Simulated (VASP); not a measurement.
# GaAs (F-43m) in VASP: settings compared

The runs below take GaAs through single point, with PBEsol, revPBE, r2SCAN+D3(BJ).

Everything below comes from runs of VASP 6.6.1. Logs are shortened: lines on timing, memory, paths and dates and some standing lists are left out, and cuts for length are marked.

**The experiment to reproduce.**

From “Evidence of valence band perturbations in GaAsN/GaAs(001): A combined variable-angle spectroscopic ellipsometry and modulated photoreflectance investigation”, 2008, arxiv:0805.2212, for a bulk crystal of GaAs at 300 K: band gap 1.412 ± 0.01 eV (direct).

The results are compared with them further down.

## 1. The cell of the first run

It takes space group F-43m (No. 216, cubic). Conventional cell: a = 5.736 Å, b = 5.736 Å, c = 5.736 Å, α = 90.00°, β = 90.00°, γ = 90.00°. Within 3.3 Å of Ga (site symmetry -43m) lie 4 As at 2.48 Å. As (site symmetry -43m) has 4 Ga at 2.48 Å within 3.3 Å.

## 2. Single point, PBEsol (volume scaled by 1.04)

Input file INCAR:

```
PREC = Accurate
ENCUT = 520
EDIFF = 1E-6
ISMEAR = 0
SIGMA = 0.05
LREAL = F
LASPH = T
NELM = 100
ALGO = Normal
ISIF = 2
LWAVE = F
LCHARG = T
GGA = PS
LELF = T
LVHAR = T
NBANDS = 16
```

Input file KPOINTS:

```
regular mesh
0
Gamma
  8 8 8
```

Input file POSCAR:

```
GaAs
1.0
    0.0000000000      2.8678638589      2.8678638589
    2.8678638589      0.0000000000      2.8678638589
    2.8678638589      2.8678638589      0.0000000000
Ga As
1 1
Direct
    0.0000000000      0.0000000000      0.0000000000
    0.7500000000      0.7500000000      0.7500000000
```

Potentials or basis: VASP PAW PBE potentials, release 64 (Ga_d, As).

Started as:

```
> cat potpaw_PBE.64/Ga_d/POTCAR potpaw_PBE.64/As/POTCAR > POTCAR
> mpirun -np 1 vasp_std > vasp.out
```

OUTCAR:

```text
PREC = Accurate
   ENCUT = 520
   EDIFF = 1E-6
   ISMEAR = 0
   LREAL = F
   LASPH = T
   NELM = 100
   ISIF = 2
   GGA = PS

 ion  position               nearest neighbor table
   1  0.000  0.000  0.000-   2 2.48   2 2.48   2 2.48   2 2.48
   2  0.750  0.750  0.750-   1 2.48   1 2.48   1 2.48   1 2.48

  LATTYP: Found a face centered cubic cell.
 ALAT       =     5.7357277178

  Lattice vectors:

 A1 = (   0.0000000000,   2.8678638589,   2.8678638589)
 A2 = (   2.8678638589,   0.0000000000,   2.8678638589)
 A3 = (   2.8678638589,   2.8678638589,   0.0000000000)

Analysis of symmetry for initial positions (statically):
=====================================================================
 Subroutine PRICEL returns:
 Original cell was already a primitive cell.

 Routine SETGRP: Setting up the symmetry group for a
 face centered cubic supercell.

 Subroutine GETGRP returns: Found 24 space group operations
 (whereof 24 operations were pure point group operations)
 out of a pool of 48 trial point group operations.

The static configuration has the point symmetry T_d .

Analysis of symmetry for dynamics (positions and initial velocities):
=====================================================================
 Subroutine PRICEL returns:
 Original cell was already a primitive cell.

 Routine SETGRP: Setting up the symmetry group for a
 face centered cubic supercell.

 Subroutine GETGRP returns: Found 24 space group operations
 (whereof 24 operations were pure point group operations)
 out of a pool of 48 trial point group operations.

The dynamic configuration has the point symmetry T_d .

 Subroutine INISYM returns: Found 24 space group operations
 (whereof 24 operations are pure point group operations),
 and found     1 'primitive' translations

----------------------------------------------------------------------------------------

                                     Primitive cell

  volume of cell :      47.1743

  direct lattice vectors                    reciprocal lattice vectors
     0.000000000  2.867863859  2.867863859    -0.174345793  0.174345793  0.174345793
     2.867863859  0.000000000  2.867863859     0.174345793 -0.174345793  0.174345793
     2.867863859  2.867863859  0.000000000     0.174345793  0.174345793 -0.174345793

  length of vectors
     4.055771964  4.055771964  4.055771964     0.301975772  0.301975772  0.301975772

  position of ions in fractional coordinates (direct lattice)
     0.000000000  0.000000000  0.000000000
     0.750000000  0.750000000  0.750000000

  ion indices of the primitive-cell ions
   primitive index   ion index
                 1           1
                 2           2

----------------------------------------------------------------------------------------

 KPOINTS: regular mesh

Automatic generation of k-mesh.
 Grid dimensions read from file:
 generate k-points for:    8    8    8

 Generating k-lattice:

  Cartesian coordinates                     Fractional coordinates (reciprocal lattice)
    -0.021793224  0.021793224  0.021793224     0.125000000  0.000000000  0.000000000
     0.021793224 -0.021793224  0.021793224     0.000000000  0.125000000  0.000000000
     0.021793224  0.021793224 -0.021793224     0.000000000  0.000000000  0.125000000

  Length of vectors
     0.037746972  0.037746972  0.037746972

  Shift w.r.t. Gamma in fractional coordinates (k-lattice)
     0.000000000  0.000000000  0.000000000

 Subroutine IBZKPT returns following result:
 ===========================================

 Found     29 irreducible k-points:

 Following reciprocal coordinates:
            Coordinates               Weight
  0.000000  0.000000  0.000000      1.000000
  0.125000  0.000000  0.000000      8.000000
  0.250000  0.000000  0.000000      8.000000
  0.375000  0.000000  0.000000      8.000000
  0.500000  0.000000  0.000000      4.000000
  0.125000  0.125000  0.000000      6.000000
[... 16 lines left out ...]
  0.500000  0.250000  0.125000     48.000000
 -0.375000  0.250000  0.125000     24.000000
 [... further k-points ...]
   k-points           NKPTS =     29   k-points in BZ     NKDIM =     29   number of bands    NBANDS=     16
   number of dos      NEDOS =    301   number of ions     NIONS =      2
   total plane-waves  NPLWV =  27000
   dimension x,y,z NGX =    30 NGY =   30 NGZ =   30
   dimension x,y,z NGXF=    60 NGYF=   60 NGZF=   60
   ions per type =               1   1
   NGX,Y,Z   is equivalent  to a cutoff of  12.30, 12.30, 12.30 a.u.
   NGXF,Y,Z  is equivalent  to a cutoff of  24.59, 24.59, 24.59 a.u.
 SYSTEM =  unknown system
   PREC   = accura    normal or accurate (medium, high low for compatibility)
   ISTART =      0    job   : 0-new  1-cont  2-samecut
   ICHARG =      2    charge: 1-file 2-atom 10-const
   ISPIN  =      1    spin polarized calculation?
   LNONCOLLINEAR =      F non collinear calculations
   LSORBIT =      F    spin-orbit coupling
   LASPH  =      T    aspherical Exc in radial PAW
   ENCUT  =  520.0 eV  38.22 Ry    6.18 a.u.   7.54  7.54  7.54*2*pi/ulx,y,z
   NELM   =    100;   NELMIN=  2; NELMDL= -5     # of ELM steps
   EDIFF  = 0.1E-05   stopping-criterion for ELM
   LREAL  =      F    real-space projection
   EDIFFG = 0.1E-04   stopping-criterion for IOM
   NSW    =      0    number of steps for IOM
   IBRION =     -1    ionic relax: 0-MD 1-quasi-New 2-CG
   NFREE  =      0    steps in history (QN), initial steepest desc. (CG)
   ISIF   =      2    stress and relaxation
   ISYM   =      2    0-nonsym 1-usesym 2-fastsym
   POTIM  = 0.5000    time-step for ionic-motion
   TEBEG  =    0.0;   TEEND  =   0.0 temperature during run
   PSTRESS=    0.0 pullay stress
   NELECT =      18.0000    total number of electrons
   NUPDOWN=      -1.0000    fix difference up-down
   EMIN   =  10.00;   EMAX   =-10.00  energy-range for DOS
   EFERMI =   0.00;   METHOD = LEGACY
   ISMEAR =     0;   SIGMA  =   0.05  broadening in eV -4-tet -1-fermi 0-gaus
   EFERMI_NEDOS =   21; number of points for ismear=-14 and -15
   IALGO  =     38    algorithm
   IMIX   =      4    mixing-type and parameters
     AMIX     =   0.40;   BMIX     =  1.00
     AMIX_MAG =   1.60;   BMIX_MAG =  1.00
  volume/ion in A,a.u.               =      23.59       159.17
  Fermi-wavevector in a.u.,A,eV,Ry     =   1.187400  2.243861 19.183117  1.409919
  Thomas-Fermi vector in A             =   2.323552
   LORBIT       =      0    0 simple, 1 ext, 2 COOP (PROOUT), +10 PAW based schemes
   GGA     = PS    functional components
   LHFCALC =     F    Hartree Fock is set to
   AEXX    =    0.0000 exact exchange contribution
   IVDW    =     0    specifies the selected vdW correction
   LEPSILON=     F    determine dielectric tensor
   LRPA    =     F    only Hartree local field effects (RPA)
 non-spin polarized calculation
 Gauss-broadening in eV      SIGMA  =   0.05
  energy-cutoff  :      520.00
  volume of cell :       47.17
 maximum number of plane-waves:      1287
   NGX = 15   NGY = 15   NGZ = 15

 number of electron      17.9999985 magnetization

 Free energy of the ion-electron system (eV)
  ---------------------------------------------------
  ext. energy  EPLUGINS =         0.00000000
  ---------------------------------------------------
  free energy    TOTEN  =        -9.07359449 eV

  energy without entropy =       -9.07356630  energy(sigma->0) =       -9.07358039

 E-fermi :   3.4874     XC(G=0):  -9.5802

 val. band max:        3.4103025945   @ k =   0.0000   0.0000   0.0000
 cond. band min:       3.5477394722   @ k =   0.0000   0.0000   0.0000
 fundamental gap:      0.1374368777
 Fermi energy:         3.4873774662

 k-point     1 :       0.0000    0.0000    0.0000
  band No.  band energies     occupation
      1     -11.2939      2.00000
      2     -11.2939      2.00000
      3     -11.2939      2.00000
      4     -11.2241      2.00000
      5     -11.2241      2.00000
      6      -9.0393      2.00000
[... 8 lines left out ...]
     15      13.4093      0.00000
     16      13.4093      0.00000

 k-point     2 :       0.1250    0.0000    0.0000
  band No.  band energies     occupation
      1     -11.3051      2.00000
      2     -11.2909      2.00000
      3     -11.2909      2.00000
      4     -11.2242      2.00000
      5     -11.2242      2.00000
      6      -8.8673      2.00000
[... 8 lines left out ...]
     15      12.5578      0.00000
     16      12.5578      0.00000

 k-point     3 :       0.2500    0.0000    0.0000
  band No.  band energies     occupation
      1     -11.3301      2.00000
      2     -11.2841      2.00000
      3     -11.2841      2.00000
      4     -11.2237      2.00000
      5     -11.2237      2.00000
      6      -8.3873      2.00000
[... 8 lines left out ...]
     15      12.3097      0.00000
     16      12.3097      0.00000

 k-point     4 :       0.3750    0.0000    0.0000
  band No.  band energies     occupation
      1     -11.3529      2.00000
      2     -11.2788      2.00000
      3     -11.2788      2.00000
      4     -11.2219      2.00000
      5     -11.2219      2.00000
      6      -7.7498      2.00000
[... 8 lines left out ...]
     15      13.4160      0.00000
     16      13.4160      0.00000

 k-point     5 :       0.5000    0.0000    0.0000
  band No.  band energies     occupation
      1     -11.3618      2.00000
      2     -11.2770      2.00000
      3     -11.2770      2.00000
      4     -11.2207      2.00000
      5     -11.2207      2.00000
      6      -7.3923      2.00000
[... 8 lines left out ...]
     15      15.0091      0.00000
     16      15.0091      0.00000

 k-point     6 :       0.1250    0.1250    0.0000
  band No.  band energies     occupation
      1     -11.3117      2.00000
      2     -11.2879      2.00000
      3     -11.2879      2.00000
      4     -11.2265      2.00000
      5     -11.2224      2.00000
      6      -8.8099      2.00000
[... 8 lines left out ...]
     15      11.9658      0.00000
     16      13.6562      0.00000
[... 267 lines left out ...]
 k-point    21 :       0.5000    0.5000    0.0000
  band No.  band energies     occupation
      1     -11.3909      2.00000
      2     -11.2513      2.00000
      3     -11.2513      2.00000
      4     -11.2458      2.00000
      5     -11.2128      2.00000
      6      -6.7044      2.00000
[... 8 lines left out ...]
     15      16.1743      0.00000
     16      16.4839      0.00000

 k-point    22 :       0.3750    0.2500    0.1250
  band No.  band energies     occupation
      1     -11.3498      2.00000
      2     -11.2761      2.00000
      3     -11.2737      2.00000
      4     -11.2308      2.00000
      5     -11.2195      2.00000
      6      -7.9829      2.00000
[... 8 lines left out ...]
     15      14.0648      0.00000
     16      14.4638      0.00000

 k-point    23 :       0.5000    0.2500    0.1250
  band No.  band energies     occupation
      1     -11.3642      2.00000
      2     -11.2730      2.00000
      3     -11.2679      2.00000
      4     -11.2298      2.00000
      5     -11.2198      2.00000
      6      -7.3953      2.00000
[... 8 lines left out ...]
     15      13.9411      0.00000
     16      15.3415      0.00000

 k-point    24 :      -0.3750    0.2500    0.1250
  band No.  band energies     occupation
      1     -11.3697      2.00000
      2     -11.2724      2.00000
      3     -11.2657      2.00000
      4     -11.2277      2.00000
      5     -11.2209      2.00000
      6      -7.0727      2.00000
[... 8 lines left out ...]
     15      14.7486      0.00000
     16      15.2010      0.00000

 [... further k-points ...]
[... 5 lines left out ...]
  --------------------------------------------------------------------------------------
  -------------------------------------------------------------------------------------
  Total       -0.7166469     -0.7166469     -0.7166469      0.0000000      0.0000000     -0.0000000
  in kB      -24.3394208    -24.3394208    -24.3394208      0.0000000      0.0000000     -0.0000000
  external PRESSURE =     -24.3394208 kB  Pullay stress =       0.0000000 kB

 VOLUME and BASIS-vectors are now :
 -----------------------------------------------------------------------------
  energy-cutoff  :      520.00
  volume of cell :       47.17
      direct lattice vectors                 reciprocal lattice vectors
     0.000000000  2.867863859  2.867863859    -0.174345793  0.174345793  0.174345793
     2.867863859  0.000000000  2.867863859     0.174345793 -0.174345793  0.174345793
     2.867863859  2.867863859  0.000000000     0.174345793  0.174345793 -0.174345793

 POSITION                                       TOTAL-FORCE (eV/Angst)
 -----------------------------------------------------------------------------------
      0.00000      0.00000      0.00000         0.000000      0.000000      0.000000
      4.30180      4.30180      4.30180        -0.000000     -0.000000     -0.000000
 -----------------------------------------------------------------------------------
    total drift:                               -0.000001     -0.000001     -0.000001

  FREE ENERGIE OF THE ION-ELECTRON SYSTEM (eV)
  ---------------------------------------------------
  free  energy   TOTEN  =        -9.0735944856 eV

  energy  without entropy=       -9.0735663021  energy(sigma->0) =       -9.07358039
```

It took 18 s on 1 thread of AMD EPYC 9R14 (Zen 4), shared host; peak memory 0.14 GiB.

What came out:

| Item | Value |
| --- | --- |
| Free energy | -9.0736 eV |
| Pressure | -2.4 GPa |
| Band gap on the k mesh | 0.14 eV, direct |

Caveat: the PAW data sets were made with another functional, which shifts forces and pressure a little.

(Continued in part 2 of 2.)
